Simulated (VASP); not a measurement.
# AlFe (Pm-3m) in VASP: single point with PBE

Aim: the single point of AlFe with PBE.

Program: VASP 6.6.1. These are calculated values, not measurements. Logs are shortened: lines on timing, memory, paths and dates and some standing lists are left out, and cuts for length are marked.

### Step 1. The cell of the first run

Symmetry: Pm-3m, No. 221, cubic system. Conventional cell: a = 2.910 Å, b = 2.910 Å, c = 2.910 Å, α = 90.00°, β = 90.00°, γ = 90.00°. Al (site symmetry m-3m) has 8 Fe at 2.52 Å and 6 Al at 2.91 Å within 3.3 Å. Within 3.3 Å of Fe (site symmetry m-3m) lie 8 Al at 2.52 Å and 6 Fe at 2.91 Å.

### Step 2. Single point, PBE, collinear spin, ferromagnetic start

The input, INCAR:

```
ALGO     = Normal         # electronic algorithm
EDIFF    = 1E-7           # SCF threshold, eV
ENCUT    = 520            # plane-wave cutoff, eV
GGA      = PE             # functional
ISIF     = 2              # what is computed and relaxed
ISMEAR   = 0              # smearing method
ISPIN    = 2              # spin polarisation
LASPH    = True           # aspherical terms in the spheres
LCHARG   = False          # write CHGCAR
LMAXMIX  = 4              # l up to which the mixer works
LORBIT   = 11             # projections on sites
LREAL    = False          # projectors in reciprocal space
LWAVE    = False          # write WAVECAR
MAGMOM   = 0 0.85         # initial moments
NBANDS   = 16             # bands
NELM     = 150            # most SCF steps
PREC     = Accurate       # precision mode
SIGMA    = 0.15           # smearing width, eV
```

The input, KPOINTS:

```
k-points
0
Gamma
  18 18 18
```

The input, POSCAR:

```
AlFe
1.0
    2.9100000000      0.0000000000      0.0000000000
    0.0000000000      2.9100000000      0.0000000000
    0.0000000000      0.0000000000      2.9100000000
Al Fe
1 1
Direct
    0.0000000000      0.0000000000      0.0000000000
    0.5000000000      0.5000000000      0.5000000000
```

Potentials or basis: VASP PAW PBE potentials, release 64 (Al, Fe).

Started as:

```sh
> cat potpaw_PBE.64/Al/POTCAR potpaw_PBE.64/Fe/POTCAR > POTCAR
> mpirun -np 1 vasp_std > vasp.out
```

OUTCAR:

```text
EDIFF = 1E-7
   ENCUT = 520
   GGA = PE
   ISIF = 2
   ISMEAR = 0
   ISPIN = 2
   LASPH = True
   LORBIT = 11
   LREAL = False
   NELM = 150
   PREC = Accurate

 ion  position               nearest neighbor table
   1  0.000  0.000  0.000-   2 2.52   2 2.52   2 2.52   2 2.52   2 2.52   2 2.52   2 2.52   2 2.52

   2  0.500  0.500  0.500-   1 2.52   1 2.52   1 2.52   1 2.52   1 2.52   1 2.52   1 2.52   1 2.52

  LATTYP: Found a simple cubic cell.
 ALAT       =     2.9100000000

  Lattice vectors:

 A1 = (   2.9100000000,   0.0000000000,   0.0000000000)
 A2 = (   0.0000000000,   2.9100000000,   0.0000000000)
 A3 = (   0.0000000000,   0.0000000000,   2.9100000000)

Analysis of symmetry for initial positions (statically):
=====================================================================
 Subroutine PRICEL returns:
 Original cell was already a primitive cell.

 Routine SETGRP: Setting up the symmetry group for a
 simple cubic supercell.

 Subroutine GETGRP returns: Found 48 space group operations
 (whereof 48 operations were pure point group operations)
 out of a pool of 48 trial point group operations.

The static configuration has the point symmetry O_h .

Analysis of symmetry for dynamics (positions and initial velocities):
=====================================================================
 Subroutine PRICEL returns:
 Original cell was already a primitive cell.

 Routine SETGRP: Setting up the symmetry group for a
 simple cubic supercell.

 Subroutine GETGRP returns: Found 48 space group operations
 (whereof 48 operations were pure point group operations)
 out of a pool of 48 trial point group operations.

The dynamic configuration has the point symmetry O_h .

Analysis of structural, dynamic, and magnetic symmetry:
=====================================================================
 Subroutine PRICEL returns:
 Original cell was already a primitive cell.

 Routine SETGRP: Setting up the symmetry group for a
 simple cubic supercell.

 Subroutine GETGRP returns: Found 48 space group operations
 (whereof 48 operations were pure point group operations)
 out of a pool of 48 trial point group operations.

The overall configuration has the point symmetry O_h .

 Subroutine INISYM returns: Found 48 space group operations
 (whereof 48 operations are pure point group operations),
 and found     1 'primitive' translations

[... 116 lines left out ...]
  Fermi-wavevector in a.u.,A,eV,Ry     =   1.251160  2.364349 21.298567  1.565401
  Thomas-Fermi vector in A             =   2.385120
   LORBIT       =     11    0 simple, 1 ext, 2 COOP (PROOUT), +10 PAW based schemes
   GGA     = PE    functional components
   LHFCALC =     F    Hartree Fock is set to
   AEXX    =    0.0000 exact exchange contribution
   IVDW    =     0    specifies the selected vdW correction
   LEPSILON=     F    determine dielectric tensor
   LRPA    =     F    only Hartree local field effects (RPA)
 spin polarized calculation
 Gauss-broadening in eV      SIGMA  =   0.15
  energy-cutoff  :      520.00
  volume of cell :       24.64
 maximum number of plane-waves:       691
 NGX is ok and might be reduce to    24
   NGX = 11   NGY = 11   NGZ = 11

 number of electron      10.9999994 magnetization       0.7249785

 Free energy of the ion-electron system (eV)
  ---------------------------------------------------
  ext. energy  EPLUGINS =         0.00000000
  ---------------------------------------------------
  free energy    TOTEN  =       -12.64492473 eV

  energy without entropy =      -12.61980830  energy(sigma->0) =      -12.63236652

 E-fermi :   7.6741     XC(G=0): -11.9716

 val. band max:        7.6728710094   @ k =   0.4444   0.2222   0.1111
 cond. band min:       7.6748643380   @ k =   0.5000   0.4444   0.1111
 fundamental gap:      0.0019933286
 Fermi energy:         7.6740630415

 spin component 1

 k-point     1 :       0.0000    0.0000    0.0000
  band No.  band energies     occupation
      1      -2.5600      1.00000
      2       5.2384      1.00000
      3       5.2384      1.00000
      4       7.2298      0.99999
      5       7.2298      0.99999
      6       7.2298      0.99999
[... 435 lines left out ...]
      5       6.5521      1.00000
      6       7.2083      0.99999
[... 8 lines left out ...]
     15      27.6444      0.00000
     16      27.7290      0.00000

 [... further k-points ...]

 spin component 2

 k-point     1 :       0.0000    0.0000    0.0000
  band No.  band energies     occupation
      1      -2.5598      1.00000
      2       5.6373      1.00000
      3       5.6373      1.00000
      4       8.0910      0.00004
      5       8.0910      0.00004
      6       8.0910      0.00004
[... 435 lines left out ...]
      5       7.3225      0.99954
      6       8.0655      0.00011
[... 8 lines left out ...]
     15      27.6469      0.00000
     16      27.7834      0.00000

 [... further k-points ...]

------------------------ aborting loop because EDIFF is reached ----------------------------------------

  FORCE on cell =-STRESS in cart. coord.  units (eV):
  Direction    XX          YY          ZZ          XY          YZ          ZX
  --------------------------------------------------------------------------------------
  -------------------------------------------------------------------------------------
  Total       -0.9084187     -0.9084187     -0.9084187     -0.0000000     -0.0000000      0.0000000
  in kB      -59.0632983    -59.0632983    -59.0632983     -0.0000000     -0.0000000      0.0000000
  external PRESSURE =     -59.0632983 kB  Pullay stress =       0.0000000 kB

 VOLUME and BASIS-vectors are now :
 -----------------------------------------------------------------------------
  energy-cutoff  :      520.00
  volume of cell :       24.64
      direct lattice vectors                 reciprocal lattice vectors
     2.910000000  0.000000000  0.000000000     0.343642612  0.000000000  0.000000000
     0.000000000  2.910000000  0.000000000     0.000000000  0.343642612  0.000000000
     0.000000000  0.000000000  2.910000000     0.000000000  0.000000000  0.343642612

 POSITION                                       TOTAL-FORCE (eV/Angst)
 -----------------------------------------------------------------------------------
      0.00000      0.00000      0.00000         0.000000      0.000000      0.000000
      1.45500      1.45500      1.45500         0.000000      0.000000      0.000000
 -----------------------------------------------------------------------------------
    total drift:                                0.000000     -0.000000     -0.000000

  FREE ENERGIE OF THE ION-ELECTRON SYSTEM (eV)
  ---------------------------------------------------
  free  energy   TOTEN  =       -12.6449247341 eV

  energy  without entropy=      -12.6198083018  energy(sigma->0) =      -12.63236652

 total charge

# of ion       s       p       d       tot
------------------------------------------
    1        0.395   0.420   0.000   0.815
    2        0.417   0.475   6.451   7.342
--------------------------------------------------
tot          0.812   0.895   6.451   8.158

 magnetization (x)

# of ion       s       p       d       tot
------------------------------------------
    1       -0.009  -0.017   0.000  -0.026
    2       -0.000   0.007   0.765   0.772
--------------------------------------------------
tot         -0.009  -0.010   0.765   0.746
```

OSZICAR:

```text
N       E                     dE             d eps       ncg     rms          rms(c)
DAV:   1     0.295433888692E+02    0.29543E+02   -0.42458E+03 14320   0.651E+02
DAV:   2    -0.130760180025E+02   -0.42619E+02   -0.38070E+02 16728   0.139E+02
DAV:   3    -0.145292438079E+02   -0.14532E+01   -0.14374E+01 17368   0.270E+01
DAV:   4    -0.145497878095E+02   -0.20544E-01   -0.20538E-01 17472   0.288E+00
DAV:   5    -0.145504696650E+02   -0.68186E-03   -0.68184E-03 18088   0.578E-01    0.135E+01
DAV:   6    -0.167785691089E+02   -0.22281E+01   -0.51379E+01 16200   0.763E+01    0.193E+01
DAV:   7    -0.126808594144E+02    0.40977E+01   -0.31913E+01 16736   0.490E+01    0.276E+00
DAV:   8    -0.126592134824E+02    0.21646E-01   -0.13037E-01 17576   0.266E+00    0.159E+00
DAV:   9    -0.126458306599E+02    0.13383E-01   -0.51065E-02 17896   0.197E+00    0.684E-01
DAV:  10    -0.126448811599E+02    0.94950E-03   -0.12051E-03 18184   0.213E-01    0.227E-01
DAV:  11    -0.126449298733E+02   -0.48713E-04   -0.46163E-04 18272   0.177E-01    0.100E-01
DAV:  12    -0.126449261579E+02    0.37155E-05   -0.11193E-04 18760   0.754E-02    0.567E-02
DAV:  13    -0.126449249988E+02    0.11590E-05   -0.90138E-06 19536   0.239E-02    0.194E-02
DAV:  14    -0.126449247503E+02    0.24857E-06   -0.98222E-07 18456   0.837E-03    0.364E-03
DAV:  15    -0.126449247341E+02    0.16128E-07   -0.34118E-07 14448   0.384E-03
   1 F= -.12644925E+02 E0= -.12632367E+02  d E =-.251164E-01  mag=     0.7251
```

Run time: 5.9 min. Hardware: 1 thread of AMD EPYC 7R43 (Zen 3), shared host; peak memory 0.21 GiB.

Results:

```yaml
Free_energy: -12.6449 eV
Pressure: -5.9 GPa
Net_moment: 0.72 μB per cell
Site_moments: Al -0.03; Fe +0.77 μB
Valence_electrons_inside_the_program's_atomic_spheres: Al 0.81; Fe 7.34
```

Caveat: the cell stands under tension.
